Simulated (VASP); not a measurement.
# Be16C (a cell with a defect) in VASP: a series of runs

Runs on Be16C (a cell with a defect). Level: PBE. Tasks: single point.

All numbers are computed with VASP 6.6.1; they aren't measurements. Logs are shortened: lines on timing, memory, paths and dates and some standing lists are left out, and cuts for length are marked.

## 1. The cell of the first run

The cell holds a defect, 17 atoms: a = 4.580 Å, b = 3.966 Å, c = 7.177 Å, α = 90.00°, β = 90.00°, γ = 90.00°.

## 2. Single point, PBE

Input file INCAR:

```
SYSTEM = Be16C
PREC = Accurate
ENCUT = 520
EDIFF = 1E-6
ISMEAR = 0
SIGMA = 0.1
LREAL = Auto
LASPH = .TRUE.
NELM = 80
ALGO = Normal
ISIF = 2
LWAVE = .FALSE.
LCHARG = .FALSE.
GGA = PE
NBANDS = 32
```

Input file KPOINTS:

```
Automatic mesh
0
G
  4 4 3
  0 0 0
```

Input file POSCAR:

```
Be16C
1.0
   -2.2900000000     -3.9663960000      0.0000000000
    3.4350000000     -1.9831980000      0.0000000000
    0.0000000000      0.0000000000      7.1768600000
Be C
16 1
Direct
    0.7497353261      0.5024627678      0.0060372948
    0.4949763738      0.3405884605      0.2432965787
    0.7501408513      0.5019000009      0.4821621304
    0.4792912060      0.3243074711      0.7581575526
    0.4950737184     -0.0077104155      0.0061623053
    0.2497155452      0.8386540529      0.2443888786
    0.4807123245      0.0091343413      0.4924556993
    0.2496172346      0.7993435989      0.7586014055
    0.2497140072      0.4945897125      0.0059976114
    0.0046796017      0.3405007229      0.2433071074
    0.2497379762      0.5341297264      0.4922185820
    0.0197432894      0.3237871974      0.7579166290
    0.0044790556     -0.0075879075      0.0061529339
    0.7497121301      0.8317557686      0.2427660780
    0.0184219140      0.0098229753      0.4926789884
    0.7499802191      0.8372189319      0.7644111630
    0.7491484269      0.1717129949      0.6244915618
```

Potentials or basis: VASP PAW PBE potentials, release 64 (Be, C).

Run with:

```console
cat potpaw_PBE.64/Be/POTCAR potpaw_PBE.64/C/POTCAR > POTCAR
mpirun -np 1 vasp_std > vasp.out
```

OUTCAR:

```text
SYSTEM = Be16C
   PREC = Accurate
   ENCUT = 520
   EDIFF = 1E-6
   ISMEAR = 0
   LREAL = Auto
   LASPH = .TRUE.
   NELM = 80
   ISIF = 2
   GGA = PE

 ion  position               nearest neighbor table
   1  0.750  0.502  0.006-  14 2.14   2 2.16  10 2.16  16 2.18   5 2.27  13 2.27   4 2.28  12 2.28
                             9 2.29   9 2.29  13 2.34   5 2.34
   2  0.495  0.341  0.243-   9 2.13   1 2.16   3 2.17   5 2.19   7 2.22  11 2.25  10 2.25  14 2.27
                             6 2.27   6 2.29  14 2.33  10 2.33
   3  0.750  0.502  0.482-  17 1.66  14 2.16  10 2.17   2 2.17  11 2.29  11 2.30  15 2.31   7 2.31
                            15 2.36   7 2.36
   4  0.479  0.324  0.758-  17 1.68  12 2.10   8 2.16   9 2.17   5 2.22   1 2.28   7 2.28  16 2.30
                            11 2.33   8 2.33  16 2.38
   5  0.495  0.992  0.006-   6 2.13  14 2.16  16 2.18   2 2.19   4 2.22   8 2.24  13 2.25   1 2.27
                             9 2.27   9 2.29  13 2.33   1 2.34
   6  0.250  0.839  0.244-  13 2.13   5 2.13  11 2.15   7 2.18  15 2.18   9 2.19  10 2.27   2 2.27
                            10 2.29   2 2.29  14 2.29  14 2.29
   7  0.481  0.009  0.492-  17 1.68  15 2.12  11 2.16   6 2.18   2 2.22   4 2.28  14 2.29   3 2.31
                            11 2.34   8 2.34   3 2.36
   8  0.250  0.799  0.759-   9 2.15   4 2.16  12 2.16  11 2.18  13 2.24   5 2.24  16 2.29  16 2.30
                            12 2.33   4 2.33  15 2.34   7 2.34
   9  0.250  0.495  0.006-  10 2.13   2 2.13   8 2.15   4 2.17  12 2.18   6 2.19   5 2.27  13 2.27
                            13 2.29   5 2.29   1 2.29   1 2.29
  10  0.005  0.341  0.243-   9 2.13   1 2.16   3 2.17  13 2.19  15 2.22  11 2.25   2 2.25  14 2.27
                             6 2.27   6 2.29  14 2.33   2 2.33
  11  0.250  0.534  0.492-   6 2.15   7 2.16  15 2.16   8 2.18  10 2.25   2 2.25   3 2.29   3 2.30
                             4 2.33  12 2.33  15 2.33   7 2.34
  12  0.020  0.324  0.758-  17 1.68   4 2.10   8 2.16   9 2.18  13 2.22  15 2.27   1 2.28  16 2.29
                             8 2.33  11 2.33  16 2.38
  13  0.004  0.992  0.006-   6 2.13  14 2.16  16 2.18  10 2.19  12 2.22   8 2.24   5 2.25   1 2.27
                             9 2.27   9 2.29   5 2.33   1 2.34
  14  0.750  0.832  0.243-   1 2.14   5 2.16  13 2.16   3 2.16   2 2.27  10 2.27   7 2.29  15 2.29
                             6 2.29   6 2.29   2 2.33  10 2.33
  15  0.018  0.010  0.493-  17 1.68   7 2.12  11 2.16   6 2.18  10 2.22  12 2.27  14 2.29   3 2.31
                            11 2.33   8 2.34   3 2.36
  16  0.750  0.837  0.764-  17 1.66  13 2.18   5 2.18   1 2.18  12 2.29   8 2.29   4 2.30   8 2.30
                            12 2.38   4 2.38
  17  0.749  0.172  0.624-   3 1.66  16 1.66   4 1.68  12 1.68   7 1.68  15 1.68

  LATTYP: Found a simple orthorhombic cell.
 ALAT       =     3.9663962620
 B/A-ratio  =     1.1547004875
 C/A-ratio  =     1.8094157835

  Lattice vectors:

 A1 = (  -3.4350000000,   1.9831980000,   0.0000000000)
 A2 = (  -2.2900000000,  -3.9663960000,   0.0000000000)
 A3 = (   0.0000000000,   0.0000000000,   7.1768600000)

Analysis of symmetry for initial positions (statically):
=====================================================================
 Subroutine PRICEL returns:
 Original cell was already a primitive cell.

 Routine SETGRP: Setting up the symmetry group for a
 simple orthorhombic supercell.

 Subroutine GETGRP returns: Found  1 space group operations
 (whereof  1 operations were pure point group operations)
 out of a pool of  8 trial point group operations.

The static configuration has the point symmetry C_1 .

Analysis of symmetry for dynamics (positions and initial velocities):
=====================================================================
 Subroutine PRICEL returns:
 Original cell was already a primitive cell.

 Routine SETGRP: Setting up the symmetry group for a
 simple orthorhombic supercell.

 Subroutine GETGRP returns: Found  1 space group operations
 (whereof  1 operations were pure point group operations)
 out of a pool of  8 trial point group operations.

The dynamic configuration has the point symmetry C_1 .

 Subroutine INISYM returns: Found  1 space group operations
 (whereof  1 operations are pure point group operations),
 and found     1 'primitive' translations

----------------------------------------------------------------------------------------

                                     Primitive cell

  volume of cell :     130.3755

  direct lattice vectors                    reciprocal lattice vectors
    -2.290000000 -3.966396000  0.000000000    -0.109170306 -0.189088533  0.000000000
[... 57 lines left out ...]
     0.054585153 -0.031514755  0.000000000     0.000000000  0.250000000  0.000000000
     0.000000000  0.000000000  0.046445567     0.000000000  0.000000000  0.333333333

  Length of vectors
     0.054585156  0.063029507  0.046445567

  Shift w.r.t. Gamma in fractional coordinates (k-lattice)
     0.000000000  0.000000000  0.000000000

 Subroutine IBZKPT returns following result:
 ===========================================

 Found     26 irreducible k-points:

 Following reciprocal coordinates:
            Coordinates               Weight
  0.000000  0.000000  0.000000      1.000000
  0.250000  0.000000  0.000000      2.000000
  0.500000  0.000000  0.000000      1.000000
  0.000000  0.250000  0.000000      2.000000
  0.250000  0.250000  0.000000      2.000000
 -0.250000  0.250000  0.000000      2.000000
[... 16 lines left out ...]
  0.000000  0.500000  0.333333      2.000000
  0.250000  0.500000  0.333333      2.000000
 [... further k-points ...]
   k-points           NKPTS =     26   k-points in BZ     NKDIM =     26   number of bands    NBANDS=     32
   number of dos      NEDOS =    301   number of ions     NIONS =     17
   total plane-waves  NPLWV =  58320
   dimension x,y,z NGX =    36 NGY =   30 NGZ =   54
   dimension x,y,z NGXF=    72 NGYF=   60 NGZF=  108
   ions per type =              16   1
   NGX,Y,Z   is equivalent  to a cutoff of  13.07, 12.57, 12.51 a.u.
   NGXF,Y,Z  is equivalent  to a cutoff of  26.13, 25.15, 25.02 a.u.
 SYSTEM =  Be16C
   PREC   = accura    normal or accurate (medium, high low for compatibility)
   ISTART =      0    job   : 0-new  1-cont  2-samecut
   ICHARG =      2    charge: 1-file 2-atom 10-const
   ISPIN  =      1    spin polarized calculation?
   LNONCOLLINEAR =      F non collinear calculations
   LSORBIT =      F    spin-orbit coupling
   LASPH  =      T    aspherical Exc in radial PAW
   ENCUT  =  520.0 eV  38.22 Ry    6.18 a.u.   8.52  7.37 13.34*2*pi/ulx,y,z
   NELM   =     80;   NELMIN=  2; NELMDL= -5     # of ELM steps
   EDIFF  = 0.1E-05   stopping-criterion for ELM
   LREAL  =      T    real-space projection
   EDIFFG = 0.1E-04   stopping-criterion for IOM
   NSW    =      0    number of steps for IOM
   IBRION =     -1    ionic relax: 0-MD 1-quasi-New 2-CG
   NFREE  =      0    steps in history (QN), initial steepest desc. (CG)
   ISIF   =      2    stress and relaxation
   ISYM   =      2    0-nonsym 1-usesym 2-fastsym
   POTIM  = 0.5000    time-step for ionic-motion
   TEBEG  =    0.0;   TEEND  =   0.0 temperature during run
   PSTRESS=    0.0 pullay stress
   NELECT =      36.0000    total number of electrons
   NUPDOWN=      -1.0000    fix difference up-down
   EMIN   =  10.00;   EMAX   =-10.00  energy-range for DOS
   EFERMI =   0.00;   METHOD = LEGACY
   ISMEAR =     0;   SIGMA  =   0.10  broadening in eV -4-tet -1-fermi 0-gaus
   EFERMI_NEDOS =   21; number of points for ismear=-14 and -15
   IALGO  =     38    algorithm
   IMIX   =      4    mixing-type and parameters
     AMIX     =   0.40;   BMIX     =  1.00
     AMIX_MAG =   1.60;   BMIX_MAG =  1.00
  volume/ion in A,a.u.               =       7.67        51.75
  Fermi-wavevector in a.u.,A,eV,Ry     =   1.066049  2.014540 15.462471  1.136460
  Thomas-Fermi vector in A             =   2.201620
   LORBIT       =      0    0 simple, 1 ext, 2 COOP (PROOUT), +10 PAW based schemes
   GGA     = PE    functional components
   LHFCALC =     F    Hartree Fock is set to
   AEXX    =    0.0000 exact exchange contribution
   IVDW    =     0    specifies the selected vdW correction
   LEPSILON=     F    determine dielectric tensor
   LRPA    =     F    only Hartree local field effects (RPA)
 non-spin polarized calculation
 Gauss-broadening in eV      SIGMA  =   0.10
  energy-cutoff  :      520.00
  volume of cell :      130.38
 maximum number of plane-waves:      3529
 NGX is ok and might be reduce to    36
   NGX = 17   NGY = 15   NGZ = 27

 number of electron      36.0000000 magnetization

 Free energy of the ion-electron system (eV)
  ---------------------------------------------------
  ext. energy  EPLUGINS =         0.00000000
  ---------------------------------------------------
  free energy    TOTEN  =       -65.93577630 eV

  energy without entropy =      -65.92150283  energy(sigma->0) =      -65.92863957

 E-fermi :   7.3731     XC(G=0): -10.7412

 val. band max:        7.3241294719   @ k =   0.2500   0.0000   0.0000
 cond. band min:       7.3832286454   @ k =   0.0000   0.2500   0.3333
 fundamental gap:      0.0590991735
 Fermi energy:         7.3730612422

 k-point     1 :       0.0000    0.0000    0.0000
  band No.  band energies     occupation
      1      -6.6456      2.00000
      2      -3.2955      2.00000
      3      -2.2313      2.00000
      4      -0.3006      2.00000
      5       0.1852      2.00000
      6       1.3376      2.00000
[... 781 lines left out ...]
     29      13.6477      0.00000
     30      14.0059      0.00000

 [... further k-points ...]

 [bands above 30 left out]

------------------------ aborting loop because EDIFF is reached ----------------------------------------

  FORCE on cell =-STRESS in cart. coord.  units (eV):
  Direction    XX          YY          ZZ          XY          YZ          ZX
  --------------------------------------------------------------------------------------
  -------------------------------------------------------------------------------------
  Total        4.3860748      5.7174613     13.0357852      1.1462613      1.5343599     -2.6452574
  in kB       53.9002271     70.2615605    160.1960317     14.0863407     18.8556631    -32.5074195
  external PRESSURE =      94.7859398 kB  Pullay stress =       0.0000000 kB

 VOLUME and BASIS-vectors are now :
 -----------------------------------------------------------------------------
  energy-cutoff  :      520.00
  volume of cell :      130.38
      direct lattice vectors                 reciprocal lattice vectors
    -2.290000000 -3.966396000  0.000000000    -0.109170306 -0.189088533  0.000000000
     3.435000000 -1.983198000  0.000000000     0.218340611 -0.126059022  0.000000000
     0.000000000  0.000000000  7.176860000     0.000000000  0.000000000  0.139336702

 POSITION                                       TOTAL-FORCE (eV/Angst)
 -----------------------------------------------------------------------------------
      0.00907     -3.97023      0.04333        -0.003436      0.001397     -0.010053
      0.03643     -2.63873      1.74611         0.002225     -0.000897     -0.006117
      0.00620     -3.97072      3.46041        -0.005141      0.013328     -0.004443
      0.01642     -2.54422      5.44119         0.004854      0.002976     -0.002539
      2.27480     -3.93157      0.04423        -0.001247     -0.003013     -0.002007
      2.30893     -2.65369      1.75394        -0.005908      0.004020      0.002428
[... 9 lines left out ...]
      1.15839     -4.63509      5.48607        -0.018321      0.019003      0.019315
     -1.12572     -3.31196      4.48189        -0.000530     -0.019236      0.017103
 -----------------------------------------------------------------------------------
    total drift:                                0.003303     -0.001835      0.002357

  FREE ENERGIE OF THE ION-ELECTRON SYSTEM (eV)
  ---------------------------------------------------
  free  energy   TOTEN  =       -65.9357762987 eV

  energy  without entropy=      -65.9215028339  energy(sigma->0) =      -65.92863957
```

It took 74 s on 1 thread of AMD EPYC 9R45 (Zen 5), shared host; peak memory 0.22 GiB.

Results:

```
Free energy            : -65.9358 eV
Pressure               : 9.5 GPa
Largest force          : 0.033 eV/Å
Band gap on the k mesh : zero (bands 18 and 19 overlap by 1.40 eV)
```

Forces on the atoms (eV/Å):
```
Be  -0.003  0.001 -0.010
Be   0.002 -0.001 -0.006
Be  -0.005  0.013 -0.004
Be   0.005  0.003 -0.003
Be  -0.001 -0.003 -0.002
Be  -0.006  0.004  0.002
Be   0.011 -0.002 -0.006
Be  -0.003  0.002 -0.003
Be   0.003 -0.001 -0.002
Be   0.004 -0.001 -0.007
Be   0.006 -0.002  0.002
Be   0.009 -0.012  0.005
Be   0.001  0.004 -0.002
Be   0.001 -0.002  0.011
Be  -0.004 -0.002 -0.013
Be  -0.018  0.019  0.019
C   -0.001 -0.019  0.017
```

Stress tensor (GPa, compression positive):
```
 5.39  1.41 -3.25
 1.41  7.03  1.89
-3.25  1.89 16.02
```

Caveat: the k points lie up to 0.40 Å⁻¹ apart, too coarse for converged energies and pressures of a metal.

## 3. Single point, PBE

Input file INCAR:

```
ALGO = Normal
EDIFF = 1E-6
ENCUT = 520
GGA = PE
ISIF = 2
ISMEAR = 0
LASPH = T
LCHARG = F
LREAL = Auto
LWAVE = F
NBANDS = 32
NELM = 80
PREC = Accurate
SIGMA = 0.1
```

Input file KPOINTS:

```
k-points
0
Gamma
  4 4 3
```

Input file POSCAR:

```
Be16C
1.0
   -2.2900000000     -3.9663960000      0.0000000000
    3.4350000000     -1.9831980000      0.0000000000
    0.0000000000      0.0000000000      7.1768600000
Be C
16 1
Direct
    0.7499791899      0.4975702146      0.0154298136
    0.4954845261      0.3407323603      0.2562585466
    0.7503256374      0.5018434169      0.4930706333
    0.4811474269      0.3236680172      0.7424348450
    0.4808478578      0.0096729618      0.0076292579
    0.2503273759      0.8387089783      0.2557952932
    0.4954217616     -0.0073071023      0.4934193400
    0.2503437223      0.7993085339      0.7418805686
    0.2504108789      0.5340888213      0.0082770372
    0.0050020646      0.3408626066      0.2562701974
    0.2503294088      0.4946319729      0.4941894889
    0.0198877549      0.3244427562      0.7421686756
    0.0202346798      0.0090153629      0.0079056273
    0.7503134373      0.8310512495      0.2563036177
    0.0050095040     -0.0074218453      0.4934113768
    0.7498837853      0.8329824120      0.7331912259
    0.7509920687      0.1647198234      0.8745703851
```

Potentials or basis: VASP PAW PBE potentials, release 64 (Be, C).

Run with:

```console
cat potpaw_PBE.64/Be/POTCAR potpaw_PBE.64/C/POTCAR > POTCAR
mpirun -np 1 vasp_std > vasp.out
```

OUTCAR:

```text
EDIFF = 1E-6
   ENCUT = 520
   GGA = PE
   ISIF = 2
   ISMEAR = 0
   LASPH = T
   LREAL = Auto
   NELM = 80
   PREC = Accurate

 ion  position               nearest neighbor table
   1  0.750  0.498  0.015-  17 1.66   2 2.18  14 2.18  10 2.18   9 2.29   5 2.30   9 2.30  13 2.30
                             5 2.38  13 2.38
   2  0.495  0.341  0.256-  11 2.13   3 2.16   1 2.18   7 2.19   5 2.22   9 2.24  10 2.25  14 2.27
                             6 2.27   6 2.29  10 2.33  14 2.33
   3  0.750  0.502  0.493-  14 2.14  10 2.16   2 2.16  16 2.17  15 2.27   7 2.27  12 2.28   4 2.29
                            11 2.29  11 2.29  15 2.33   7 2.33
[... 1054 lines left out ...]
  in kB       53.9734744     70.2269441    160.1498016     14.0631373    -18.7785970     32.4450127
  external PRESSURE =      94.7834067 kB  Pullay stress =       0.0000000 kB

 VOLUME and BASIS-vectors are now :
 -----------------------------------------------------------------------------
  energy-cutoff  :      520.00
  volume of cell :      130.38
      direct lattice vectors                 reciprocal lattice vectors
    -2.290000000 -3.966396000  0.000000000    -0.109170306 -0.189088533  0.000000000
     3.435000000 -1.983198000  0.000000000     0.218340611 -0.126059022  0.000000000
     0.000000000  0.000000000  7.176860000     0.000000000  0.000000000  0.139336702

 POSITION                                       TOTAL-FORCE (eV/Angst)
 -----------------------------------------------------------------------------------
     -0.00830     -3.96149      0.11074         0.012177     -0.017367      0.016072
      0.03576     -2.64103      1.83913        -0.000006     -0.003922     -0.000345
      0.00559     -3.97134      3.53870        -0.000810      0.001846      0.009431
      0.00997     -2.55032      5.32835         0.005888     -0.000417     -0.011103
     -1.06791     -1.92642      0.05475        -0.006450      0.011635      0.007401
      2.30772     -2.65622      1.83581        -0.003891      0.001352     -0.001722
[... 9 lines left out ...]
      1.14406     -4.62631      5.26201        -0.003922     -0.009273     -0.010980
     -1.15396     -3.30540      6.27667         0.004657      0.022172      0.015747
 -----------------------------------------------------------------------------------
    total drift:                               -0.004448      0.004685      0.001544

  FREE ENERGIE OF THE ION-ELECTRON SYSTEM (eV)
  ---------------------------------------------------
  free  energy   TOTEN  =       -65.9358776483 eV

  energy  without entropy=      -65.9215544112  energy(sigma->0) =      -65.92871603
```

stdout:

```text
POSCAR found type information on POSCAR BeC
 POSCAR found :  2 types and      17 ions
 scaLAPACK will be used
 LDA part: xc-table for (Slater+PW92), standard interpolation
 POSCAR, INCAR and KPOINTS ok, starting setup
 FFT: planning ... GRIDC
 FFT: planning ... GRID_SOFT
 FFT: planning ... GRID
 WAVECAR not read
 entering main loop
```

Wall time 74 s (1 thread of AMD EPYC 9R45 (Zen 5), shared host); peak memory 0.23 GiB.

Results:

| Item | Value |
| --- | --- |
| Free energy | -65.9359 eV |
| Pressure | 9.5 GPa |
| Largest force | 0.028 eV/Å |
| Band gap on the k mesh | zero (bands 18 and 19 overlap by 1.40 eV) |

Forces on the atoms (eV/Å):
```
Be   0.012 -0.017  0.016
Be   0.000 -0.004  0.000
Be  -0.001  0.002  0.009
Be   0.006  0.000 -0.011
Be  -0.006  0.012  0.007
Be  -0.004  0.001 -0.002
Be  -0.004  0.001 -0.006
Be  -0.005  0.002  0.002
Be   0.003 -0.002 -0.002
Be   0.001  0.002  0.000
Be   0.005 -0.004  0.002
Be  -0.009  0.002 -0.003
Be  -0.002 -0.007 -0.002
Be   0.003 -0.001 -0.010
Be  -0.001  0.001 -0.006
Be  -0.004 -0.009 -0.011
C    0.005  0.022  0.016
```

Levels at points of the mesh, in eV from the Fermi level:
```csv
k point,band 16,band 17,band 18,band 19,band 20,band 21
"(0.00, 0.00, 0.00)",-1.22,-1.05,-0.07,0.58,0.64,1.62
"(0.50, 0.00, 0.00)",-2.16,-1.91,-0.90,0.07,0.49,0.64
"(0.00, 0.50, 0.00)",-2.54,-1.97,-1.06,0.34,0.41,0.93
"(0.50, 0.50, 0.00)",-1.36,-0.85,-0.13,0.71,0.94,1.94
```

Caveat: the k points lie up to 0.40 Å⁻¹ apart, too coarse for converged energies and pressures of a metal.

The gap in the log of VASP goes by the Fermi energy; the results here count the filled bands.